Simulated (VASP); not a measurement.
# SiC (Moissanite) (P6_3mc) in VASP: notebook, part 2 of 2

VASP 6.6.1. The steps go on from the part before.

### 6 Single point, r2SCAN

POSCAR

```
SiC
1.0
    3.0760000000      0.0000000000      0.0000000000
   -1.5380000000      2.6638940000      0.0000000000
    0.0000000000      0.0000000000      5.0480000000
Si C
2 2
Direct
    0.3333333333      0.6666666667      0.0000000000
    0.6666666667      0.3333333333      0.5000000000
    0.3333333333      0.6666666667      0.3850000000
    0.6666666667      0.3333333333      0.8850000000
```

INCAR.step1

```
SYSTEM = SiC
PREC = Accurate ; ENCUT = 520
ISMEAR = 0 ; SIGMA = 0.01
LREAL = .FALSE. ; LASPH = .TRUE.
NELM = 60 ; NBANDS = 16
GGA = PE ; ALGO = Normal
EDIFF = 1E-4 ; LWAVE = .TRUE.
LCHARG = .FALSE.
```

INCAR.step2

```
SYSTEM = SiC
PREC = Accurate ; ENCUT = 520
EDIFF = 1E-7 ; ISMEAR = 0
SIGMA = 0.01 ; LREAL = .FALSE.
LASPH = .TRUE. ; NELM = 60
ALGO = Normal ; ISIF = 2
LWAVE = .FALSE. ; LCHARG = .TRUE.
METAGGA = R2SCAN ; LMIXTAU = .TRUE.
LELF = .TRUE. ; LVHAR = .TRUE.
NBANDS = 16 ; ISTART = 1
```

KPOINTS

```
Automatic mesh
0
G
  8 8 4
  0 0 0
```

Potentials or basis: VASP PAW PBE potentials, release 64 (Si, C).

Started as:

```
$ cat potpaw_PBE.64/Si/POTCAR potpaw_PBE.64/C/POTCAR > POTCAR
$ cp INCAR.step1 INCAR
$ mpirun -np 1 vasp_std > vasp.out
$ cp INCAR.step2 INCAR
$ mpirun -np 1 vasp_std > vasp.out
```

OUTCAR:

```text
SYSTEM = SiC
   PREC = Accurate
   ENCUT = 520
   EDIFF = 1E-7
   ISMEAR = 0
   LREAL = .FALSE.
   LASPH = .TRUE.
   NELM = 60
   ISIF = 2
   METAGGA = R2SCAN
   ISTART = 1

 ion  position               nearest neighbor table
   1  0.333  0.667  0.000-   4 1.87   4 1.87   4 1.87   3 1.94   2 3.09   2 3.09   2 3.09   2 3.09
                             2 3.09   2 3.09
   2  0.667  0.333  0.500-   3 1.87   3 1.87   3 1.87   4 1.94   1 3.09   1 3.09   1 3.09   1 3.09
                             1 3.09   1 3.09
   3  0.333  0.667  0.385-   2 1.87   2 1.87   2 1.87   1 1.94
   4  0.667  0.333  0.885-   1 1.87   1 1.87   1 1.87   2 1.94

  LATTYP: Found a hexagonal cell.
 ALAT       =     3.0760000000
 C/A-ratio  =     1.6410923277

  Lattice vectors:

 A1 = (   3.0760000000,   0.0000000000,   0.0000000000)
 A2 = (  -1.5380000000,   2.6638940000,   0.0000000000)
 A3 = (   0.0000000000,   0.0000000000,   5.0480000000)

Analysis of symmetry for initial positions (statically):
=====================================================================
 Subroutine PRICEL returns:
 Original cell was already a primitive cell.

 Routine SETGRP: Setting up the symmetry group for a
 hexagonal supercell.

 Subroutine GETGRP returns: Found 12 space group operations
 (whereof  6 operations were pure point group operations)
 out of a pool of 24 trial point group operations.

The static configuration has the point symmetry C_3v.
 The point group associated with its full space group is C_6v.

Analysis of symmetry for dynamics (positions and initial velocities):
=====================================================================
 Subroutine PRICEL returns:
 Original cell was already a primitive cell.

 Routine SETGRP: Setting up the symmetry group for a
 hexagonal supercell.

 Subroutine GETGRP returns: Found 12 space group operations
 (whereof  6 operations were pure point group operations)
 out of a pool of 24 trial point group operations.
[... 122 lines left out ...]
   EFERMI_NEDOS =   21; number of points for ismear=-14 and -15
   IALGO  =     38    algorithm
   IMIX   =      4    mixing-type and parameters
     AMIX     =   0.40;   BMIX     =  1.00
     AMIX_MAG =   1.60;   BMIX_MAG =  1.00
  volume/ion in A,a.u.               =      10.34        69.78
  Fermi-wavevector in a.u.,A,eV,Ry     =   1.192817  2.254098 19.358550  1.422813
  Thomas-Fermi vector in A             =   2.328847
   LORBIT       =      0    0 simple, 1 ext, 2 COOP (PROOUT), +10 PAW based schemes
   METAGGA = R2SCAN    functional components
   LHFCALC =     F    Hartree Fock is set to
   AEXX    =    0.0000 exact exchange contribution
   IVDW    =     0    specifies the selected vdW correction
   LEPSILON=     F    determine dielectric tensor
   LRPA    =     F    only Hartree local field effects (RPA)
 non-spin polarized calculation
 Gauss-broadening in eV      SIGMA  =   0.01
  energy-cutoff  :      520.00
  volume of cell :       41.36
 maximum number of plane-waves:      1132
 NGX is ok and might be reduce to    24
   NGX = 11   NGY = 11   NGZ = 19

 number of electron      16.0000000 magnetization

 Free energy of the ion-electron system (eV)
  ---------------------------------------------------
  ext. energy  EPLUGINS =         0.00000000
  ---------------------------------------------------
  free energy    TOTEN  =       -38.60055679 eV

  energy without entropy =      -38.60055679  energy(sigma->0) =      -38.60055679

 E-fermi :   8.4513     XC(G=0): -11.9261

 val. band max:        8.3052016001   @ k =   0.0000   0.0000   0.0000
 cond. band min:      11.2650764446   @ k =   0.3750   0.2500   0.0000
 fundamental gap:      2.9598748445
 Fermi energy:         8.4512664050

 k-point     1 :       0.0000    0.0000    0.0000
  band No.  band energies     occupation
      1      -8.2162      2.00000
      2      -4.6499      2.00000
      3      -0.6904      2.00000
      4       6.6586      2.00000
      5       6.6586      2.00000
      6       8.0082      2.00000
[... 433 lines left out ...]
      3       0.7705      2.00000
      4       0.7705      2.00000
      5       5.5441      2.00000
      6       5.5441      2.00000
[... 8 lines left out ...]
     15      20.6737      0.00000
     16      20.6737      0.00000

 [... further k-points ...]
[... 5 lines left out ...]
  --------------------------------------------------------------------------------------
  -------------------------------------------------------------------------------------
  Total        0.3531671      0.3531671     -0.7097155      0.0000000      0.0000000      0.0000000
  in kB       13.6794363     13.6794348    -27.4898427      0.0000000      0.0000000      0.0000000
  external PRESSURE =      -0.0436572 kB  Pullay stress =       0.0000000 kB

 VOLUME and BASIS-vectors are now :
 -----------------------------------------------------------------------------
  energy-cutoff  :      520.00
  volume of cell :       41.36
      direct lattice vectors                 reciprocal lattice vectors
     3.076000000  0.000000000  0.000000000     0.325097529  0.187695156  0.000000000
    -1.538000000  2.663894000  0.000000000     0.000000000  0.375390312  0.000000000
     0.000000000  0.000000000  5.048000000     0.000000000  0.000000000  0.198098257

 POSITION                                       TOTAL-FORCE (eV/Angst)
 -----------------------------------------------------------------------------------
     -0.00000      1.77593      0.00000         0.000000      0.000000      0.769515
      1.53800      0.88796      2.52400        -0.000000      0.000000      0.769515
     -0.00000      1.77593      1.94348        -0.000000      0.000000     -0.769515
      1.53800      0.88796      4.46748         0.000000     -0.000000     -0.769515
 -----------------------------------------------------------------------------------
    total drift:                               -0.000000      0.000000      0.000377

  FREE ENERGIE OF THE ION-ELECTRON SYSTEM (eV)
  ---------------------------------------------------
  free  energy   TOTEN  =       -38.6005567941 eV

  energy  without entropy=      -38.6005567941  energy(sigma->0) =      -38.60055679
```

It took 81 s on 1 thread of AMD EPYC 7R13 (Zen 3), shared host; peak memory 0.13 GiB.

What came out:

```
Free energy            : -38.6006 eV
Pressure               : 0.0 GPa
Largest force          : 0.770 eV/Å
Band gap on the k mesh : 2.96 eV, indirect (least direct gap 4.59 eV)
```

Forces on the atoms (eV/Å):
```
Si   0.000  0.000  0.770
Si   0.000  0.000  0.770
C    0.000  0.000 -0.770
C    0.000  0.000 -0.770
```

Levels at points of the mesh, in eV from the valence-band top:
```
           k point  band 6  band 7  band 8  band 9  band 10  band 11
(0.00, 0.00, 0.00)   -0.30   -0.30    0.00    5.18     6.57     7.01
(0.50, 0.00, 0.00)   -3.72   -3.34   -1.57    3.02     4.63     7.32
(0.00, 0.00, 0.50)   -1.02   -1.02   -1.02    6.29     6.29     7.70
(0.50, 0.00, 0.50)   -2.82   -2.46   -2.46    3.59     3.59     5.51
```

Caveat: the PAW data sets were made with another functional, which shifts forces and pressure a little. r2SCAN opens gaps a little over a GGA but as a rule still falls short of measured ones.

### 7 Summary

```csv
k mesh,gap on the mesh (eV),pressure (GPa),largest force (eV/Å)
3 × 3 × 2,2.61,0.6,0.60
4 × 4 × 3,3.00,0.1,0.73
5 × 5 × 3,3.25,0.0,0.76
6 × 6 × 4,2.70,0.0,0.76
8 × 8 × 4,2.96,0.0,0.77
```

Alike in all rows: task single point; level r2SCAN; potentials or basis VASP PAW PBE potentials, release 64 (Si, C); no spin polarisation; cell as given; cutoff (eV) 520; smearing gaussian 0.01 eV.

Caveats: some runs use coarse meshes; the PAW data sets were made with another functional, which shifts forces and pressure a little.

Absolute energies hang on the potentials; compare differences alone.
